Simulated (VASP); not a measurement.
A run of VASP 6.6.1:

File INCAR:

```
PREC     = Accurate       # precision mode
ENCUT    = 520            # plane-wave cutoff, eV
EDIFF    = 1E-7           # SCF threshold, eV
ISMEAR   = 0              # smearing method
SIGMA    = 0.1            # smearing width, eV
LREAL    = F              # projectors in reciprocal space
LASPH    = T              # aspherical terms in the spheres
NELM     = 100            # most SCF steps
ALGO     = Fast           # electronic algorithm
ISIF     = 2              # what is computed and relaxed
LWAVE    = F              # write WAVECAR
LCHARG   = F              # write CHGCAR
GGA      = PE             # functional
NBANDS   = 18             # bands
```

The input KPOINTS:

```
regular mesh
0
Gamma
  14 14 8
```

Contents of POSCAR:

```
Ag
1.0
    3.2225290887      0.0000000000      0.0000000000
   -1.6112645444      2.5687903124      0.0000000000
    0.0000000000      0.0000000000      4.8250628000
Ag
2
Direct
    0.3037761329      0.6075522659      0.2500000000
    0.6962238671      0.3924477341      0.7500000000
```

Potentials or basis: VASP PAW PBE potentials, release 64 (Ag).

The run is started by

```bash
$ cat potpaw_PBE.64/Ag/POTCAR > POTCAR
$ mpirun -np 1 vasp_std > vasp.out
```

Hardware: 1 thread of Intel(R) Xeon(R) Platinum 8259CL CPU @ 2.50GHz (Skylake/Cascade Lake), on a shared host.

**Question.** Estimate the wall time of this run.

**Answer.** Wall time 110 s on 1 thread of Intel(R) Xeon(R) Platinum 8259CL CPU @ 2.50GHz (Skylake/Cascade Lake) (shared host), peak memory 0.28 GiB. Counts: scf iterations 13, k points 285.
